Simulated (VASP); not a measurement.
# InO in VASP: notebook

Runs on InO. Level: PBEsol. Tasks: single point.

All numbers are computed with VASP 6.6.1; they aren't measurements. Logs are shortened: lines on timing, memory, paths and dates and some standing lists are left out, and cuts for length are marked.

**1. The cell of the first run**

The cell holds a slab with vacuum, 4 atoms: a = 3.501 Å, b = 3.501 Å, c = 15.451 Å, α = 90.00°, β = 90.00°, γ = 120.00°.

**2. Single point, PBEsol**

INCAR reads:

```
ALGO     = Normal         # electronic algorithm
EDIFF    = 1E-7           # SCF threshold, eV
ENCUT    = 520            # plane-wave cutoff, eV
GGA      = PS             # functional
ISIF     = 2              # what is computed and relaxed
ISMEAR   = 0              # smearing method
LASPH    = T              # aspherical terms in the spheres
LCHARG   = F              # write CHGCAR
LREAL    = F              # projectors in reciprocal space
LWAVE    = F              # write WAVECAR
NBANDS   = 27             # bands
NELM     = 100            # most SCF steps
PREC     = Accurate       # precision mode
SIGMA    = 0.03           # smearing width, eV
```

KPOINTS reads:

```
k-points
0
Gamma
  12 12 4
```

POSCAR reads:

```
InO
1.0
    3.5009294590      0.0000000000      0.0000000000
   -1.7504647295      3.0318938484      0.0000000000
    0.0000000000      0.0000000000     15.4508366886
In O
2 2
Direct
    0.6666666667      0.3333333333      0.5900210000
    0.6666666667      0.3333333333      0.4099790000
    0.0000000000      0.0000000000      0.6398670000
    0.0000000000      0.0000000000      0.3601330000
```

Potentials or basis: VASP PAW PBE potentials, release 64 (In_d, O).

On the command line:

```
$ cat potpaw_PBE.64/In_d/POTCAR potpaw_PBE.64/O/POTCAR > POTCAR
$ mpirun -np 1 vasp_std > vasp.out
```

OUTCAR:

```text
EDIFF = 1E-7
   ENCUT = 520
   GGA = PS
   ISIF = 2
   ISMEAR = 0
   LASPH = T
   LREAL = F
   NELM = 100
   PREC = Accurate

 ion  position               nearest neighbor table
   1  0.667  0.333  0.590-   3 2.16   3 2.16   3 2.16   2 2.78
   2  0.667  0.333  0.410-   4 2.16   4 2.16   4 2.16   1 2.78
   3  0.000  0.000  0.640-   1 2.16   1 2.16   1 2.16
   4  0.000  0.000  0.360-   2 2.16   2 2.16   2 2.16

  LATTYP: Found a hexagonal cell.
 ALAT       =     3.5009294590
 C/A-ratio  =     4.4133527595

  Lattice vectors:

 A1 = (   3.5009294590,   0.0000000000,   0.0000000000)
 A2 = (  -1.7504647295,   3.0318938484,   0.0000000000)
 A3 = (   0.0000000000,   0.0000000000,  15.4508366886)

Analysis of symmetry for initial positions (statically):
=====================================================================
 Subroutine PRICEL returns:
 Original cell was already a primitive cell.

 Routine SETGRP: Setting up the symmetry group for a
 hexagonal supercell.

 Subroutine GETGRP returns: Found 12 space group operations
 (whereof 12 operations were pure point group operations)
 out of a pool of 24 trial point group operations.

The static configuration has the point symmetry D_3h.

Analysis of symmetry for dynamics (positions and initial velocities):
=====================================================================
 Subroutine PRICEL returns:
 Original cell was already a primitive cell.

 Routine SETGRP: Setting up the symmetry group for a
 hexagonal supercell.

 Subroutine GETGRP returns: Found 12 space group operations
 (whereof 12 operations were pure point group operations)
 out of a pool of 24 trial point group operations.

The dynamic configuration has the point symmetry D_3h.

 Subroutine INISYM returns: Found 12 space group operations
 (whereof 12 operations are pure point group operations),
 and found     1 'primitive' translations

----------------------------------------------------------------------------------------

                                     Primitive cell

  volume of cell :     164.0021

  direct lattice vectors                    reciprocal lattice vectors
     3.500929459  0.000000000  0.000000000     0.285638432  0.164913425  0.000000000
    -1.750464729  3.031893848  0.000000000     0.000000000  0.329826851  0.000000000
     0.000000000  0.000000000 15.450836689     0.000000000  0.000000000  0.064721414

  length of vectors
     3.500929459  3.500929459 15.450836689     0.329826851  0.329826851  0.064721414

  position of ions in fractional coordinates (direct lattice)
     0.666666667  0.333333333  0.590021000
     0.666666667  0.333333333  0.409979000
     0.000000000  0.000000000  0.639867000
     0.000000000  0.000000000  0.360133000

  ion indices of the primitive-cell ions
   primitive index   ion index
                 1           1
                 2           2
                 3           3
                 4           4

----------------------------------------------------------------------------------------

 KPOINTS: k-points

Automatic generation of k-mesh.
 Grid dimensions read from file:
 generate k-points for:   12   12    4

 Generating k-lattice:

  Cartesian coordinates                     Fractional coordinates (reciprocal lattice)
     0.023803203  0.013742785  0.000000000     0.083333333  0.000000000  0.000000000
     0.000000000  0.027485571  0.000000000     0.000000000  0.083333333  0.000000000
     0.000000000  0.000000000  0.016180354     0.000000000  0.000000000  0.250000000

  Length of vectors
     0.027485571  0.027485571  0.016180354

  Shift w.r.t. Gamma in fractional coordinates (k-lattice)
     0.000000000  0.000000000  0.000000000

 Subroutine IBZKPT returns following result:
 ===========================================

 Found     57 irreducible k-points:

 Following reciprocal coordinates:
            Coordinates               Weight
  0.000000  0.000000  0.000000      1.000000
  0.083333  0.000000  0.000000      6.000000
  0.166667 -0.000000  0.000000      6.000000
  0.250000  0.000000  0.000000      6.000000
  0.333333  0.000000  0.000000      6.000000
  0.416667  0.000000  0.000000      6.000000
[... 16 lines left out ...]
  0.250000  0.000000  0.250000     12.000000
  0.333333  0.000000  0.250000     12.000000
 [... further k-points ...]
   k-points           NKPTS =     57   k-points in BZ     NKDIM =     57   number of bands    NBANDS=     27
   number of dos      NEDOS =    301   number of ions     NIONS =      4
   total plane-waves  NPLWV =  94080
   dimension x,y,z NGX =    28 NGY =   28 NGZ =  120
   dimension x,y,z NGXF=    56 NGYF=   56 NGZF=  240
   ions per type =               2   2
   NGX,Y,Z   is equivalent  to a cutoff of  13.30, 13.30, 12.91 a.u.
   NGXF,Y,Z  is equivalent  to a cutoff of  26.59, 26.59, 25.82 a.u.
 SYSTEM =  unknown system
   PREC   = accura    normal or accurate (medium, high low for compatibility)
   ISTART =      0    job   : 0-new  1-cont  2-samecut
   ICHARG =      2    charge: 1-file 2-atom 10-const
   ISPIN  =      1    spin polarized calculation?
   LNONCOLLINEAR =      F non collinear calculations
   LSORBIT =      F    spin-orbit coupling
   LASPH  =      T    aspherical Exc in radial PAW
   ENCUT  =  520.0 eV  38.22 Ry    6.18 a.u.   6.51  6.51 28.73*2*pi/ulx,y,z
   NELM   =    100;   NELMIN=  2; NELMDL= -5     # of ELM steps
   EDIFF  = 0.1E-06   stopping-criterion for ELM
   LREAL  =      F    real-space projection
   EDIFFG = 0.1E-05   stopping-criterion for IOM
   NSW    =      0    number of steps for IOM
   IBRION =     -1    ionic relax: 0-MD 1-quasi-New 2-CG
   NFREE  =      0    steps in history (QN), initial steepest desc. (CG)
   ISIF   =      2    stress and relaxation
   ISYM   =      2    0-nonsym 1-usesym 2-fastsym
   POTIM  = 0.5000    time-step for ionic-motion
   TEBEG  =    0.0;   TEEND  =   0.0 temperature during run
   PSTRESS=    0.0 pullay stress
   NELECT =      38.0000    total number of electrons
   NUPDOWN=      -1.0000    fix difference up-down
   EMIN   =  10.00;   EMAX   =-10.00  energy-range for DOS
   EFERMI =   0.00;   METHOD = LEGACY
   ISMEAR =     0;   SIGMA  =   0.03  broadening in eV -4-tet -1-fermi 0-gaus
   EFERMI_NEDOS =   21; number of points for ismear=-14 and -15
   IALGO  =     38    algorithm
   IMIX   =      4    mixing-type and parameters
     AMIX     =   0.40;   BMIX     =  1.00
     AMIX_MAG =   1.60;   BMIX_MAG =  1.00
  volume/ion in A,a.u.               =      41.00       276.69
  Fermi-wavevector in a.u.,A,eV,Ry     =   1.005510  1.900138 13.756166  1.011050
  Thomas-Fermi vector in A             =   2.138194
   LORBIT       =      0    0 simple, 1 ext, 2 COOP (PROOUT), +10 PAW based schemes
   GGA     = PS    functional components
   LHFCALC =     F    Hartree Fock is set to
   AEXX    =    0.0000 exact exchange contribution
   IVDW    =     0    specifies the selected vdW correction
   LEPSILON=     F    determine dielectric tensor
   LRPA    =     F    only Hartree local field effects (RPA)
 non-spin polarized calculation
 Gauss-broadening in eV      SIGMA  =   0.03
  energy-cutoff  :      520.00
  volume of cell :      164.00
 maximum number of plane-waves:      4485
 NGX is ok and might be reduce to    28

 number of electron      38.0000010 magnetization

 Free energy of the ion-electron system (eV)
  ---------------------------------------------------
  ext. energy  EPLUGINS =         0.00000000
  ---------------------------------------------------
  free energy    TOTEN  =       -20.72404482 eV

  energy without entropy =      -20.72404482  energy(sigma->0) =      -20.72404482

 E-fermi :  -1.6588     XC(G=0):  -4.9628

 val. band max:       -1.8059310004   @ k =   0.3333   0.3333   0.2500
 cond. band min:      -1.4047819741   @ k =   0.0000   0.0000   0.5000
 fundamental gap:      0.4011490263
 Fermi energy:        -1.6587850291

 k-point     1 :       0.0000    0.0000    0.0000
  band No.  band energies     occupation
      1     -19.1420      2.00000
      2     -19.1168      2.00000
      3     -15.1822      2.00000
      4     -15.1652      2.00000
      5     -15.1652      2.00000
      6     -15.1068      2.00000
[... 19 lines left out ...]
     26       7.1903      0.00000
     27       7.1903      0.00000

 k-point     2 :       0.0833    0.0000    0.0000
  band No.  band energies     occupation
      1     -19.1320      2.00000
      2     -19.1081      2.00000
      3     -15.2377      2.00000
      4     -15.1509      2.00000
      5     -15.0896      2.00000
      6     -15.0873      2.00000
[... 19 lines left out ...]
     26       6.8036      0.00000
     27       7.0953      0.00000

 k-point     3 :       0.1667   -0.0000    0.0000
  band No.  band energies     occupation
      1     -19.1067      2.00000
      2     -19.0860      2.00000
      3     -15.2666      2.00000
      4     -15.1167      2.00000
      5     -15.0430      2.00000
      6     -15.0302      2.00000
[... 19 lines left out ...]
     26       6.8728      0.00000
     27       7.0876      0.00000

 k-point     4 :       0.2500    0.0000    0.0000
  band No.  band energies     occupation
      1     -19.0767      2.00000
      2     -19.0596      2.00000
      3     -15.2682      2.00000
      4     -15.0864      2.00000
      5     -15.0230      2.00000
      6     -14.9811      2.00000
[... 19 lines left out ...]
     26       6.6290      0.00000
     27       7.4980      0.00000

 k-point     5 :       0.3333    0.0000    0.0000
  band No.  band energies     occupation
      1     -19.0520      2.00000
      2     -19.0376      2.00000
      3     -15.2572      2.00000
      4     -15.0749      2.00000
      5     -15.0505      2.00000
      6     -14.9246      2.00000
[... 19 lines left out ...]
     26       6.4305      0.00000
     27       7.6658      0.00000

 k-point     6 :       0.4167    0.0000    0.0000
  band No.  band energies     occupation
      1     -19.0373      2.00000
      2     -19.0242      2.00000
      3     -15.2478      2.00000
      4     -15.0740      2.00000
      5     -15.0676      2.00000
      6     -14.9228      2.00000
[... 444 lines left out ...]
      1     -19.1319      2.00000
      2     -19.1081      2.00000
      3     -15.2377      2.00000
      4     -15.1509      2.00000
      5     -15.0896      2.00000
      6     -15.0873      2.00000
[... 19 lines left out ...]
     26       7.0953      0.00000
     27       7.3865      0.00000

 k-point    22 :       0.1667   -0.0000    0.2500
  band No.  band energies     occupation
      1     -19.1067      2.00000
      2     -19.0860      2.00000
      3     -15.2666      2.00000
      4     -15.1167      2.00000
      5     -15.0430      2.00000
      6     -15.0302      2.00000
[... 19 lines left out ...]
     26       6.8728      0.00000
     27       7.2788      0.00000

 k-point    23 :       0.2500    0.0000    0.2500
  band No.  band energies     occupation
      1     -19.0767      2.00000
      2     -19.0596      2.00000
      3     -15.2682      2.00000
      4     -15.0864      2.00000
      5     -15.0230      2.00000
      6     -14.9811      2.00000
[... 19 lines left out ...]
     26       6.6290      0.00000
     27       6.9992      0.00000

 k-point    24 :       0.3333    0.0000    0.2500
  band No.  band energies     occupation
      1     -19.0520      2.00000
      2     -19.0376      2.00000
      3     -15.2572      2.00000
      4     -15.0749      2.00000
      5     -15.0505      2.00000
      6     -14.9246      2.00000
[... 19 lines left out ...]
     26       6.4748      0.00000
     27       7.4555      0.00000

 [... further k-points ...]
[... 5 lines left out ...]
  --------------------------------------------------------------------------------------
  -------------------------------------------------------------------------------------
  Total       -3.3706157     -3.3706157     -0.0679224     -0.0000000     -0.0000000      0.0000000
  in kB      -32.9283874    -32.9283874     -0.6635514     -0.0000000     -0.0000000      0.0000000
  external PRESSURE =     -22.1734420 kB  Pullay stress =       0.0000000 kB

 VOLUME and BASIS-vectors are now :
 -----------------------------------------------------------------------------
  energy-cutoff  :      520.00
  volume of cell :      164.00
      direct lattice vectors                 reciprocal lattice vectors
     3.500929459  0.000000000  0.000000000     0.285638432  0.164913425  0.000000000
    -1.750464729  3.031893848  0.000000000     0.000000000  0.329826851  0.000000000
     0.000000000  0.000000000 15.450836689     0.000000000  0.000000000  0.064721414

 POSITION                                       TOTAL-FORCE (eV/Angst)
 -----------------------------------------------------------------------------------
      1.75046      1.01063      9.11632         0.000000     -0.000000      0.447382
      1.75046      1.01063      6.33452         0.000000     -0.000000     -0.447382
      0.00000      0.00000      9.88648        -0.000000      0.000000     -0.287909
      0.00000      0.00000      5.56436        -0.000000      0.000000      0.287909
 -----------------------------------------------------------------------------------
    total drift:                               -0.000001      0.000000      0.000000

  FREE ENERGIE OF THE ION-ELECTRON SYSTEM (eV)
  ---------------------------------------------------
  free  energy   TOTEN  =       -20.7240448224 eV

  energy  without entropy=      -20.7240448224  energy(sigma->0) =      -20.72404482
```

Run time: 4.8 min. Hardware: 1 thread of Intel Xeon Platinum 8488C (Sapphire Rapids), shared host; peak memory 0.42 GiB.

Results:

```yaml
Free_energy: -20.7240 eV
Largest_force: 0.447 eV/Å
Band_gap_on_the_k_mesh: 0.40 eV, indirect (least direct gap 0.98 eV)
```

Forces in eV/Å, atoms in the order of the input:
```
In   0.000  0.000  0.447
In   0.000  0.000 -0.447
O    0.000  0.000 -0.288
O    0.000  0.000  0.288
```

Caveat: the PAW data sets were made with another functional, which shifts forces and pressure a little; spin-orbit coupling is left out, which moves the levels of the heavy elements.

**3. Single point, PBEsol**

This run uses another cell than the first one, of the same volume but with other edges.

INCAR reads:

```
ALGO = Normal
EDIFF = 1E-6
ENCUT = 520
GGA = PS
ISIF = 2
ISMEAR = 0
LASPH = T
LCHARG = F
LREAL = F
LWAVE = F
NBANDS = 27
NELM = 100
PREC = Accurate
SIGMA = 0.03
```

KPOINTS is that of step 2.

POSCAR reads:

```
InO
1.0
    3.3979006105      0.0000000000      0.0000000000
   -1.6989503053      2.9426682482      0.0000000000
    0.0000000000      0.0000000000     16.4020216013
In O
2 2
Direct
    0.6666666667      0.3333333333      0.5900210000
    0.6666666667      0.3333333333      0.4099790000
    0.0000000000      0.0000000000      0.6398670000
    0.0000000000      0.0000000000      0.3601330000
```

Potentials or basis: VASP PAW PBE potentials, release 64 (In_d, O).

On the command line:

```
$ cat potpaw_PBE.64/In_d/POTCAR potpaw_PBE.64/O/POTCAR > POTCAR
$ mpirun -np 1 vasp_std > vasp.out
```

Wall time 5.2 min (1 thread of Intel Xeon Platinum 8488C (Sapphire Rapids), shared host); peak memory 0.43 GiB.

Results (log left out):

```yaml
Free_energy: -20.7709 eV
Largest_force: 0.384 eV/Å
Band_gap_on_the_k_mesh: 0.17 eV, indirect (least direct gap 1.12 eV)
```

Forces on the atoms (eV/Å):
```
In   0.000  0.000 -0.384
In   0.000  0.000  0.384
O    0.000  0.000 -0.185
O    0.000  0.000  0.185
```

Levels at points of the mesh, in eV from the valence-band top:
| k point | band 15 | band 16 | band 17 | band 18 | band 19 | band 20 | band 21 | band 22 | band 23 | band 24 |
| --- | --- | --- | --- | --- | --- | --- | --- | --- | --- | --- |
| (0.00, 0.00, 0.00) | -1.89 | -1.89 | -1.86 | -1.86 | -0.95 | 0.17 | 3.07 | 6.10 | 6.17 | 7.63 |
| (0.50, 0.00, 0.00) | -2.84 | -2.81 | -2.72 | -2.29 | -0.33 | 2.14 | 3.94 | 4.92 | 6.89 | 8.35 |
| (0.00, 0.00, 0.50) | -1.89 | -1.89 | -1.86 | -1.86 | -0.95 | 0.17 | 3.07 | 5.91 | 6.61 | 7.02 |
| (0.50, 0.00, 0.50) | -2.84 | -2.81 | -2.72 | -2.29 | -0.33 | 2.14 | 3.94 | 4.92 | 6.89 | 8.35 |

Caveat: the PAW data sets were made with another functional, which shifts forces and pressure a little; spin-orbit coupling is left out, which moves the levels of the heavy elements.

**4. Single point, PBEsol**

This run uses another cell than the first one, of the same volume but with other edges.

INCAR reads:

```
SYSTEM = InO
PREC = Accurate
ENCUT = 520
EDIFF = 1E-6
ISMEAR = 0
SIGMA = 0.03
LREAL = .FALSE.
LASPH = .TRUE.
NELM = 100
ALGO = Normal
ISIF = 2
LWAVE = .FALSE.
LCHARG = .FALSE.
GGA = PS
NBANDS = 27
```

KPOINTS reads:

```
regular mesh
0
G
  12 12 4
  0 0 0
```

POSCAR reads:

```
InO
1.0
    3.7202926898      0.0000000000      0.0000000000
   -1.8601463449      3.2218679788      0.0000000000
    0.0000000000      0.0000000000     13.6824700068
In O
2 2
Direct
    0.6666666667      0.3333333333      0.5900210000
    0.6666666667      0.3333333333      0.4099790000
    0.0000000000      0.0000000000      0.6398670000
    0.0000000000      0.0000000000      0.3601330000
```

On the command line:

```
$ cat potpaw_PBE.64/In_d/POTCAR potpaw_PBE.64/O/POTCAR > POTCAR
$ mpirun -np 1 vasp_std > vasp.out
```

Run time: 3.9 min. Hardware: 1 thread of Intel Xeon Platinum 8488C (Sapphire Rapids), shared host; peak memory 0.39 GiB.

Results (log left out):

| Quantity | Value |
| --- | --- |
| Free energy | -19.6299 eV |
| Largest force | 3.446 eV/Å |
| Band gap on the k mesh | 0.08 eV, indirect (least direct gap 0.70 eV) |

Forces in eV/Å, atoms in the order of the input:
```
In   0.000  0.000  3.446
In   0.000  0.000 -3.446
O    0.000  0.000 -0.370
O    0.000  0.000  0.370
```

Levels at points of the mesh, in eV from the valence-band top:
```
           k point  band 16  band 17  band 18  band 19  band 20  band 21  band 22  band 23
(0.00, 0.00, 0.00)    -1.62    -1.53    -1.53    -0.63     0.08     3.33     6.07     6.50
(0.50, 0.00, 0.00)    -2.29    -2.19    -1.18    -0.27     2.18     3.60     5.77     6.06
(0.00, 0.00, 0.50)    -1.62    -1.53    -1.53    -0.63     0.08     3.33     5.87     6.95
(0.50, 0.00, 0.50)    -2.29    -2.19    -1.18    -0.27     2.18     3.60     5.77     6.06
```

Caveat: the PAW data sets were made with another functional, which shifts forces and pressure a little; spin-orbit coupling is left out, which moves the levels of the heavy elements.

**5. Summary**

```csv
cell,gap on the mesh (eV),largest force (eV/Å)
"a = 3.501, b = 3.501, c = 15.451 Å, angles 90.0, 90.0, 120.0°, 4 atoms",0.40,0.45
"a = 3.398, b = 3.398, c = 16.402 Å, angles 90.0, 90.0, 120.0°, 4 atoms",0.17,0.38
"a = 3.720, b = 3.720, c = 13.682 Å, angles 90.0, 90.0, 120.0°, 4 atoms",0.08,3.45
```

Alike in all rows: task single point; level PBEsol; potentials or basis VASP PAW PBE potentials, release 64 (In_d, O); no spin polarisation; k mesh 12 × 12 × 4; cutoff (eV) 520; smearing gaussian 0.03 eV.

Caveats: the PAW data sets were made with another functional, which shifts forces and pressure a little; spin-orbit coupling is left out, which moves the levels of the heavy elements.

Total energies depend on the potentials used, so only differences within one code and one set of settings carry meaning.
